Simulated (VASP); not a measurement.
# CuO (Cccm) in VASP: further runs

CuO is run at these levels: PBE, LDA; tasks: vibrations by perturbation theory, single point.

All numbers are computed with VASP 6.6.1; they aren't measurements. Logs are shortened: lines on timing, memory, paths and dates and some standing lists are left out, and cuts for length are marked.

**1. The cell of the first run**

Symmetry: Cccm, No. 66, orthorhombic system. The conventional cell has a = 3.982 Å, b = 4.307 Å, c = 5.156 Å, α = 90.00°, β = 90.00°, γ = 90.00°. Within 2.6 Å of Cu (site symmetry 2/m) lie 4 O at 1.95 Å. Within 2.6 Å of O (site symmetry 222) lie 4 Cu at 1.95 Å and 2 O at 2.58 Å.

**2. Vibrations by perturbation theory, PBE**

Input file INCAR:

```
SYSTEM = CuO
PREC = Accurate ; ENCUT = 520
EDIFF = 1E-8 ; ISMEAR = -1
SIGMA = 0.05 ; LREAL = .FALSE.
LASPH = .TRUE. ; NELM = 100
ALGO = Normal ; ISIF = 2
LWAVE = .FALSE. ; LCHARG = .TRUE.
GGA = PE ; NBANDS = 25
IBRION = 8 ; NSW = 1
```

Input file KPOINTS:

```
regular mesh
0
G
  9 9 5
  0 0 0
```

Input file POSCAR:

```
CuO
1.0
    1.9909680000     -2.1535500000      0.0000000000
    1.9909680000      2.1535500000      0.0000000000
    0.0000000000      0.0000000000      5.1559280000
Cu O
2 2
Direct
    0.5000000000      0.0000000000      0.0000000000
    0.0000000000      0.5000000000      0.5000000000
    0.5000000000      0.5000000000      0.2500000000
    0.5000000000      0.5000000000      0.7500000000
```

Potentials or basis: VASP PAW PBE potentials, release 64 (Cu, O).

Started as:

```sh
cat potpaw_PBE.64/Cu/POTCAR potpaw_PBE.64/O/POTCAR > POTCAR
mpirun -np 1 vasp_std > vasp.out
```

OUTCAR:

```text
SYSTEM = CuO
   PREC = Accurate
   ENCUT = 520
   EDIFF = 1E-8
   ISMEAR = -1
   LREAL = .FALSE.
   LASPH = .TRUE.
   NELM = 100
   ISIF = 2
   GGA = PE
   IBRION = 8
   NSW = 1

 ion  position               nearest neighbor table
   1  0.500  0.000  0.000-   3 1.95   4 1.95   3 1.95   4 1.95
   2  0.000  0.500  0.500-   3 1.95   4 1.95   3 1.95   4 1.95
   3  0.500  0.500  0.250-   1 1.95   2 1.95   1 1.95   2 1.95
   4  0.500  0.500  0.750-   1 1.95   2 1.95   1 1.95   2 1.95

  LATTYP: Found a base centered orthorhombic cell.
 ALAT       =     3.9819360000
 B/A-ratio  =     1.0816597755
 C/A-ratio  =     1.2948294498

  Lattice vectors:

 A1 = (   1.9909680000,  -2.1535500000,   0.0000000000)
 A2 = (   1.9909680000,   2.1535500000,   0.0000000000)
 A3 = (   0.0000000000,   0.0000000000,   5.1559280000)

Analysis of symmetry for initial positions (statically):
=====================================================================
 Subroutine PRICEL returns:
 Original cell was already a primitive cell.

 Routine SETGRP: Setting up the symmetry group for a
 base centered orthorhombic supercell.

 Subroutine GETGRP returns: Found  8 space group operations
 (whereof  4 operations were pure point group operations)
 out of a pool of  8 trial point group operations.

The static configuration has the point symmetry C_2h.
 The point group associated with its full space group is D_2h.

Analysis of symmetry for dynamics (positions and initial velocities):
=====================================================================
 Subroutine PRICEL returns:
 Original cell was already a primitive cell.

 Routine SETGRP: Setting up the symmetry group for a
 base centered orthorhombic supercell.

 Subroutine GETGRP returns: Found  8 space group operations
 (whereof  4 operations were pure point group operations)
 out of a pool of  8 trial point group operations.

The dynamic configuration has the point symmetry C_2h.
 The point group associated with its full space group is D_2h.

 Subroutine INISYM returns: Found  8 space group operations
 (whereof  4 operations are pure point group operations),
 and found     1 'primitive' translations

----------------------------------------------------------------------------------------

                                     Primitive cell

  volume of cell :      44.2136

  direct lattice vectors                    reciprocal lattice vectors
     1.990968000 -2.153550000  0.000000000     0.251134122 -0.232174781  0.000000000
     1.990968000  2.153550000  0.000000000     0.251134122  0.232174781  0.000000000
     0.000000000  0.000000000  5.155928000     0.000000000  0.000000000  0.193951506

  length of vectors
     2.932870809  2.932870809  5.155928000     0.342013854  0.342013854  0.193951506

  position of ions in fractional coordinates (direct lattice)
     0.500000000  0.000000000  0.000000000
     0.000000000  0.500000000  0.500000000
     0.500000000  0.500000000  0.250000000
     0.500000000  0.500000000  0.750000000

  ion indices of the primitive-cell ions
   primitive index   ion index
[... 131 lines left out ...]
 Fermi energy:         4.8863509953

 k-point     1 :       0.0000    0.0000    0.0000
  band No.  band energies     occupation
      1     -14.8774      2.00000
      2     -13.5786      2.00000
      3      -3.1802      2.00000
      4      -0.5692      2.00000
      5      -0.4094      2.00000
      6       1.1978      2.00000
[... 661 lines left out ...]
     24      16.3959      0.00000
     25      16.6974      0.00000

 [... further k-points ...]

------------------------ aborting loop because EDIFF is reached ----------------------------------------

  FORCE on cell =-STRESS in cart. coord.  units (eV):
  Direction    XX          YY          ZZ          XY          YZ          ZX
  --------------------------------------------------------------------------------------
  -------------------------------------------------------------------------------------
  Total        0.7158068      0.4544182      0.5879937      0.0000000      0.0000000      0.0000000
  in kB       25.9388262     16.4668366     21.3072399      0.0000000      0.0000000      0.0000000
  external PRESSURE =      21.2376342 kB  Pullay stress =       0.0000000 kB

 VOLUME and BASIS-vectors are now :
 -----------------------------------------------------------------------------
  energy-cutoff  :      520.00
  volume of cell :       44.21
      direct lattice vectors                 reciprocal lattice vectors
     1.990968000 -2.153550000  0.000000000     0.251134122 -0.232174781  0.000000000
     1.990968000  2.153550000  0.000000000     0.251134122  0.232174781  0.000000000
     0.000000000  0.000000000  5.155928000     0.000000000  0.000000000  0.193951506

 POSITION                                       TOTAL-FORCE (eV/Angst)
 -----------------------------------------------------------------------------------
      0.99548     -1.07678      0.00000        -0.000000      0.000000      0.000000
      0.99548      1.07678      2.57796         0.000000      0.000000      0.000000
      1.99097      0.00000      1.28898        -0.000000     -0.000000     -0.000000
      1.99097      0.00000      3.86695        -0.000000     -0.000000      0.000000
 -----------------------------------------------------------------------------------
    total drift:                                0.000000     -0.000000     -0.000000

  FREE ENERGIE OF THE ION-ELECTRON SYSTEM (eV)
  ---------------------------------------------------
  free  energy   TOTEN  =       -19.7272287879 eV

  energy  without entropy=      -19.7077581739  energy(sigma->0) =      -19.71749348

[... ionic steps 2 to 9 ...]

--------------------------------------- Ionic step       10  -------------------------------------------

------------------------ aborting loop because EDIFF is reached ----------------------------------------

--------------------------------------- Ionic step       11  -------------------------------------------

------------------------ aborting loop because EDIFF is reached ----------------------------------------

--------------------------------------- Ionic step       12  -------------------------------------------

 Free energy of the ion-electron system (eV)
  ---------------------------------------------------
  ---------------------------------------------------
  free energy    TOTEN  =        -0.37952270 eV

  energy without entropy =       -0.37952272

------------------------ aborting loop because EDIFF is reached ----------------------------------------

 INTERNAL STRAIN TENSOR  FOR ION    3  DIRECTION 3   (eV/Angst):
 -----------------------------------------------------------------------------
    -0.00634 -4.79109  0.00000
    -4.83184 -0.00665  0.00000
     0.00000  0.00000 -0.02836

 INTERNAL STRAIN TENSOR FOR ION    4 for displacements in x,y,z  (eV/Angst):
          X           Y           Z          XY          YZ          ZX
  --------------------------------------------------------------------------------
  x     0.00000     0.00000     0.00000     0.00000     5.46608     0.00000
  y     0.00000     0.00000     0.00000     0.00000     0.00000     6.19911
  z     0.00000     0.00000     0.00000     4.83184     0.00000     0.00000

 SECOND DERIVATIVES (NOT SYMMETRIZED)
 ------------------------------------
               1X          1Y          1Z          2X          2Y          2Z          3X          3Y          3Z          4X          4Y          4Z
  1X    -9.473159   -5.190728    0.000000    0.361421   -0.020583    0.000000    4.555869    2.605655    0.000000    4.555869    2.605655    0.000000
  1Y    -5.191066  -10.152319    0.000000    0.019892    0.317114    0.000000    2.585587    4.917603    0.000000    2.585587    4.917603    0.000000
  1Z     0.000000    0.000000  -15.409439    0.000000    0.000000    3.811176    0.000000    0.000000    5.799132    0.000000    0.000000    5.799132
  2X     0.361421    0.020583    0.000000   -9.473159    5.190728    0.000000    4.555869   -2.605655    0.000000    4.555869   -2.605655    0.000000
  2Y    -0.019892    0.317114    0.000000    5.191066  -10.152319    0.000000   -2.585587    4.917603    0.000000   -2.585587    4.917603    0.000000
  2Z     0.000000    0.000000    3.811176    0.000000    0.000000  -15.409439    0.000000    0.000000    5.799132    0.000000    0.000000    5.799132
  3X     4.557307    2.589239    0.000000    4.557307   -2.589239    0.000000   -7.044827    0.000000    0.000000   -2.069787    0.000000    0.000000
  3Y     2.608845    4.913386    0.000000   -2.608845    4.913386    0.000000    0.000000   -7.546732    0.000000    0.000000   -2.280039    0.000000
  3Z     0.000000    0.000000    5.814684    0.000000    0.000000    5.814684    0.000000    0.000000  -14.181317    0.000000    0.000000    2.551948
  4X     4.557307    2.589239    0.000000    4.557307   -2.589239    0.000000   -2.069787    0.000000    0.000000   -7.044827    0.000000    0.000000
  4Y     2.608845    4.913386    0.000000   -2.608845    4.913386    0.000000    0.000000   -2.280039    0.000000    0.000000   -7.546732    0.000000
  4Z     0.000000    0.000000    5.814684    0.000000    0.000000    5.814684    0.000000    0.000000    2.551948    0.000000    0.000000  -14.181317

 Eigenvectors and eigenvalues of the dynamical matrix
 ----------------------------------------------------

   1 f  =   15.987519 THz   100.452546 2PiTHz  533.286238 cm-1    66.119037 meV
             X         Y         Z           dx          dy          dz
      0.995484 -1.076775  0.000000     0.000000    0.000000    0.000000
      0.995484  1.076775  2.577964     0.000000   -0.000000    0.000000
      1.990968  0.000000  1.288982    -0.000000   -0.000000   -0.707107
      1.990968  0.000000  3.866946    -0.000000    0.000000    0.707107
[... 71 lines left out ...]
  12 f/i=    0.007996 THz     0.050241 2PiTHz    0.266722 cm-1     0.033069 meV
             X         Y         Z           dx          dy          dz
      0.995484 -1.076775  0.000000    -0.000000    0.000000   -0.632174
      0.995484  1.076775  2.577964    -0.000000    0.000000   -0.632174
      1.990968  0.000000  1.288982    -0.000000    0.000000   -0.316790
      1.990968  0.000000  3.866946    -0.000000    0.000000   -0.316790

--------------------------------------------------------------------------------------------------------

 ELASTIC MODULI CONTR FROM IONIC RELAXATION (kBar)
 Direction    XX          YY          ZZ          XY          YZ          ZX
 --------------------------------------------------------------------------------
 XX           0.0000      0.0000      0.0000      0.0000      0.0000      0.0000
 YY           0.0000      0.0000      0.0000      0.0000      0.0000      0.0000
 ZZ           0.0000      0.0000      0.0000      0.0000      0.0000      0.0000
 XY           0.0000      0.0000      0.0000   -101.1182     -0.0000      0.0000
 YZ           0.0000      0.0000      0.0000     -0.0000   -435.2506     -0.0000
 ZX           0.0000      0.0000      0.0000      0.0000     -0.0000   -528.8163
 --------------------------------------------------------------------------------
```

Run time: 13 min. Hardware: 1 thread of Intel Xeon Platinum 8488C (Sapphire Rapids), shared host; peak memory 0.44 GiB.

What came out:

- Highest phonon frequency at Γ, LO-TO splitting left out: 533 cm⁻¹

Phonon frequencies in cm⁻¹ (negative: imaginary):
| q point | frequencies |
| --- | --- |
| (0.000, 0.000, 0.000) | 0 0 0 168 173 287 291 299 457 472 497 533 |

Caveat: the cell stands under pressure or tension, which shifts response properties.

**3. Single point, LDA**

POSCAR is that of step 2.

Input file INCAR.step1:

```
SYSTEM = CuO
PREC     = Accurate       ! precision mode
ENCUT    = 610            ! plane-wave cutoff, eV
EDIFF    = 1E-6           ! SCF threshold, eV
ISMEAR   = -1             ! smearing method
SIGMA    = 0.05           ! smearing width, eV
LREAL    = .False.        ! projectors in reciprocal space
LASPH    = .True.         ! aspherical terms in the spheres
NELM     = 120            ! most SCF steps
ALGO     = Normal         ! electronic algorithm
ISIF     = 2              ! what is computed and relaxed
LWAVE    = .False.        ! write WAVECAR
LCHARG   = .True.         ! write CHGCAR
LMAXMIX  = 4              ! l up to which the mixer works
GGA      = CA             ! functional
NBANDS   = 33             ! bands
GGA_COMPAT= .False.      
NEDOS    = 2001           ! points of the DOS
LORBIT   = 11             ! projections on sites
```

Input file KPOINTS.step1:

```
regular mesh
0
Gamma
  5 5 3
  0 0 0
```

Input file INCAR.step2:

```
SYSTEM = CuO
PREC     = Accurate       ! precision mode
ENCUT    = 610            ! plane-wave cutoff, eV
EDIFF    = 1E-6           ! SCF threshold, eV
ISMEAR   = -5             ! smearing method
SIGMA    = 0.05           ! smearing width, eV
LREAL    = .False.        ! projectors in reciprocal space
LASPH    = .True.         ! aspherical terms in the spheres
NELM     = 120            ! most SCF steps
ALGO     = Normal         ! electronic algorithm
ISIF     = 2              ! what is computed and relaxed
LWAVE    = .False.        ! write WAVECAR
LCHARG   = .False.        ! write CHGCAR
LMAXMIX  = 4              ! l up to which the mixer works
GGA      = CA             ! functional
LORBIT   = 11             ! projections on sites
NEDOS    = 2001           ! points of the DOS
ICHARG   = 11             ! starting density
GGA_COMPAT= .False.
```

Input file KPOINTS.step2:

```
regular mesh
0
Gamma
  8 8 5
  0 0 0
```

Potentials or basis: VASP PAW LDA potentials, release 64 (Cu_sv_GW, O).

Started as:

```sh
cat potpaw_LDA.64/Cu_sv_GW/POTCAR potpaw_LDA.64/O/POTCAR > POTCAR
cp INCAR.step1 INCAR
cp KPOINTS.step1 KPOINTS
mpirun -np 1 vasp_std > vasp.out
cp INCAR.step2 INCAR
cp KPOINTS.step2 KPOINTS
mpirun -np 1 vasp_std > vasp.out
```

Wall time 55 s (1 thread of Intel Xeon Platinum 8488C (Sapphire Rapids), shared host); peak memory 0.22 GiB.

It converged, with:

- Valence electrons inside the program's atomic spheres: Cu 17.53; O 4.92

Levels at points of the mesh, in eV from the Fermi level:
| k point | band 22 | band 23 | band 24 | band 25 | band 26 | band 27 | band 28 | band 29 |
| --- | --- | --- | --- | --- | --- | --- | --- | --- |
| (0.00, 0.00, 0.00) | -2.35 | -2.28 | -1.88 | 0.59 | 0.78 | 1.41 | 6.03 | 7.19 |
| (0.50, 0.00, 0.00) | -1.85 | -1.55 | -1.48 | 0.21 | 0.46 | 3.55 | 5.84 | 6.31 |
| (0.50, 0.50, 0.00) | -2.31 | -1.62 | -1.19 | -1.13 | 1.12 | 2.08 | 7.11 | 8.99 |

Caveat: the k points lie up to 0.43 Å⁻¹ apart; semilocal functionals often make such compounds metallic where correlation or magnetic order opens a gap, which also shifts bond lengths.
